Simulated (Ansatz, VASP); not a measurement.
One calculation of TePb, two programs

```
CELL_PARAMETERS angstrom
0.00000 3.26791 3.26791
3.26791 0.00000 3.26791
3.26791 3.26791 0.00000
ATOMIC_POSITIONS crystal
Te 0.50000 0.50000 0.50000
Pb 0.00000 0.00000 0.00000
```

Alike in both runs: task single point; functional r2SCAN; k mesh 6 × 6 × 6; occupations methfessel-paxton of order 1, width 0.05 eV; no spin polarisation.

|  | VASP | Ansatz |
| --- | --- | --- |
| version | VASP 6.6.1 | Ansatz 0.2.0 |
| potentials or method | VASP PAW PBE potentials, release 64 (Te, Pb_d) | PAW with Ansatz's default frozen-core files, scalar-relativistic |
| plane-wave cutoff (eV) | 520 | 500 |
| valence electrons in the cell | 20 | 30 |

```tsv
	VASP	Ansatz	Ansatz less VASP
gap on the k mesh at the Fermi level (eV)	1.09	1.09	-0.003
pressure (GPa)	0.0	0.0	+0.01
```

VASP's potentials were made for PBE, not for r2SCAN. VASP's potentials hold 20 valence electrons a cell and Ansatz's 30, so a difference there can come from the potentials and not from the codes.

Neither program's run includes spin-orbit coupling.
